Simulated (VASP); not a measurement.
A run of VASP 6.6.1 is set up as follows.

The input INCAR:

```
SYSTEM = Si5Sn
ALGO     = Normal         ! electronic algorithm
EDIFF    = 1E-6           ! SCF threshold, eV
ENCUT    = 400            ! plane-wave cutoff, eV
GGA      = PE             ! functional
GGA_COMPAT= .FALSE.      
ISIF     = 2              ! what is computed and relaxed
ISMEAR   = -1             ! smearing method
ISYM     = -1           
LASPH    = .TRUE.         ! aspherical terms in the spheres
LCHARG   = .FALSE.        ! write CHGCAR
LREAL    = Auto         
LWAVE    = .FALSE.        ! write WAVECAR
NBANDS   = 66             ! bands
NELM     = 120            ! most SCF steps
PREC     = Accurate       ! precision mode
SIGMA    = 0.05           ! smearing width, eV
```

The input KPOINTS:

```
explicit points
1
Reciprocal
  0.25000000   0.25000000   0.25000000 1
```

File POSCAR:

```
Si5Sn
1.0
    7.5203950000     -0.0852670000     -0.0251750000
   -0.0852670000      6.9258340000      0.0495830000
   -0.0251750000      0.0495830000      7.2173390000
Si Sn
15 3
Direct
    0.5534222535      0.3103907255      0.5185248056
    0.2952784309      0.8379190385      0.5539063767
    0.1611636956      0.7080772000      0.1893955243
    0.4329823435      0.6590153945      0.0444482891
    0.7669812302      0.1520183070      0.7232041101
    0.2622110645      0.1683131025      0.4434250206
    0.7636730271      0.7941691733      0.0319917325
    0.9463557128      0.9839254477      0.2453783215
    0.9305297870      0.9430119136      0.5854125361
    0.9630333145      0.5479567058      0.9098033259
    0.5555513697      0.6740465724      0.3925645940
    0.0204585558      0.1807408372      0.9347841872
    0.7632332256      0.6314380862      0.6372394039
    0.1610829447      0.8511163055      0.8574473727
    0.5327343860      0.9142883829      0.8300848037
    0.8913634916      0.4219346050      0.2999184731
    0.5200939777      0.0777326089      0.1884457901
    0.3223218608      0.4121616075      0.8035323329
```

Potentials or basis: VASP PAW PBE potentials, release 64 (Si, Sn_d).

Launch:

```bash
$ cat potpaw_PBE.64/Si/POTCAR potpaw_PBE.64/Sn_d/POTCAR > POTCAR
$ mpirun -np 1 vasp_std > vasp.out
```

Q: Predict the largest force.

A: 2.803 eV/Å.

Q: What does it give for the pressure?

A: -2.0 GPa.

Stress tensor (GPa, compression positive):
```
-2.90  3.38  1.29
 3.38  0.34  6.05
 1.29  6.05 -3.39
```

Caveat: the atoms stand as in a frame of molecular dynamics.
